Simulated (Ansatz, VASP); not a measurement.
## Two plane-wave programs on In2S

```
S In
1.0
     0.00000    3.64830    3.64830
     3.64830    0.00000    3.64830
     3.64830    3.64830    0.00000
S In
1 2
Direct
  0.00000 0.00000 0.00000
  0.25000 0.25000 0.25000
  0.75000 0.75000 0.75000
```

Alike in both runs: task single point; functional PBE; k mesh 8 × 8 × 8; occupations gaussian, width 0.02 eV; no spin polarisation.

|  | VASP | Ansatz |
| --- | --- | --- |
| version | VASP 6.6.1 | Ansatz 0.2.0 |
| potentials or method | VASP PAW PBE potentials, release 64 (S, In_d), cutoff 500 eV | scalar-relativistic, plane waves, PAW |
| valence electrons in the cell | 32 | 32 |

```csv
,VASP,Ansatz,Ansatz less VASP
gap on the k mesh at the Fermi level (eV),none,none,-
pressure (GPa),-1.0,-1.0,+0.02
```

A gap of «none» marks a metal or a gap that the smearing closes.
